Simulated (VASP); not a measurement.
A run of VASP 6.6.1 is set up as follows.

The input POSCAR:

```
Hf6F
1.0
    5.6204621281      0.0000000000      0.0000000000
   -2.8102310640      4.8674629839      0.0000000000
    0.0000000000      0.0000000000      5.1801832807
Hf F
6 1
Direct
    0.3439050538      0.3439050538      0.7367732859
    0.6560949462      0.6560949462      0.2632267141
    0.3439050538      0.0000000000      0.2632267141
    0.0000000000      0.6560949462      0.7367732859
    0.0000000000      0.3439050538      0.2632267141
    0.6560949462      0.0000000000      0.7367732859
    0.0000000000      0.0000000000      0.0000000000
```

INCAR.step1

```
PREC = Accurate ; ENCUT = 520
ISMEAR = 0 ; SIGMA = 0.1
LREAL = False ; LASPH = True
NELM = 60 ; NBANDS = 42
GGA = PE ; ALGO = Normal
EDIFF = 1E-4 ; LWAVE = True
LCHARG = False
```

Contents of INCAR.step2:

```
PREC = Accurate ; ENCUT = 520
EDIFF = 1E-6 ; ISMEAR = 0
SIGMA = 0.1 ; LREAL = False
LASPH = True ; NELM = 60
ALGO = Normal ; ISIF = 2
LWAVE = False ; LCHARG = False
METAGGA = R2SCAN ; LMIXTAU = True
NBANDS = 42 ; ISTART = 1
```

Contents of KPOINTS:

```
regular mesh
0
Gamma
  6 6 6
```

Potentials or basis: VASP PAW PBE potentials, release 64 (Hf_pv, F).

Command:

```sh
$ cat potpaw_PBE.64/Hf_pv/POTCAR potpaw_PBE.64/F/POTCAR > POTCAR
$ cp INCAR.step1 INCAR
$ mpirun -np 1 vasp_std > vasp.out
$ cp INCAR.step2 INCAR
$ mpirun -np 1 vasp_std > vasp.out
```

Estimate the largest force.

0.200 eV/Å.

Estimate the pressure.

-2.9 GPa.

Predict the band gap on the k mesh.

zero (an odd number of electrons rules out a gap without spin polarisation).

Forces in eV/Å, atoms in the order of the input:
```
Hf  -0.096 -0.166  0.057
Hf   0.096  0.166 -0.057
Hf  -0.192  0.000 -0.057
Hf  -0.096  0.166  0.057
Hf   0.096 -0.166 -0.057
Hf   0.192  0.000  0.057
F    0.000  0.000  0.000
```

Caveat: the PAW data sets were made with another functional, which shifts forces and pressure a little; spin-orbit coupling is left out, which moves the levels of the heavy elements.
